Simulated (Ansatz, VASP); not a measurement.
## Al2Au in VASP and in Ansatz

The input INCAR:

```
SYSTEM = Al2Au
ALGO = Normal
EDIFF = 1E-6
ENCUT = 520
GGA = PE
ISIF = 2
ISMEAR = 0
LASPH = .True.
LCHARG = .False.
LREAL = .False.
LWAVE = .False.
NBANDS = 16
NELM = 60
PREC = Accurate
SIGMA = 0.1
```

Contents of KPOINTS:

```
k-points
0
Gamma
  12 12 12
  0 0 0
```

The input POSCAR:

```
Al2Au
1.0
    0.0000000000      3.0847500000      3.0847500000
    3.0847500000      0.0000000000      3.0847500000
    3.0847500000      3.0847500000      0.0000000000
Al Au
2 1
Direct
    0.2500000000      0.2500000000      0.2500000000
    0.7500000000      0.7500000000      0.7500000000
    0.0000000000      0.0000000000      0.0000000000
```

Input for Ansatz:

```yaml
crystal:
  lattice:
    - [0.0, 3.08475, 3.08475]
    - [3.08475, 0.0, 3.08475]
    - [3.08475, 3.08475, 0.0]
  atoms:
    - { symbol: Al, position: [0.25, 0.25, 0.25] }
    - { symbol: Al, position: [0.75, 0.75, 0.75] }
    - { symbol: Au, position: [0.0, 0.0, 0.0] }
basis:
  ecutwfc: 420
kpoints:
  mp_grid: { grid: [12, 12, 12] }
hamiltonian:
  xc: pbe
scf:
  occupations: { method: gaussian, width: 0.1 }
output:
  forces: true
  stress: true
  eigenvalues: true
```

Alike in both runs: task single point; functional PBE; k mesh 12 × 12 × 12; occupations gaussian, width 0.1 eV; no spin polarisation.

|  | VASP | Ansatz |
| --- | --- | --- |
| version | VASP 6.6.1 | Ansatz 0.2.0 |
| potentials or method | VASP PAW PBE potentials, release 64 (Al, Au), cutoff 520 eV | scalar-relativistic, plane waves, PAW |
| valence electrons in the cell | 17 | 25 |

Ansatz gave:

* gap on the k mesh at the Fermi level (eV): none
* pressure (GPa): -4.9

Task: Which values does VASP return?

Result: gap on the k mesh at the Fermi level (eV): none; pressure (GPa): -5.1.

A gap of «none» marks a metal or a gap that the smearing closes. VASP's potentials hold 17 valence electrons a cell and Ansatz's 25, so a difference there can come from the potentials and not from the codes.

Neither program's run includes spin-orbit coupling.
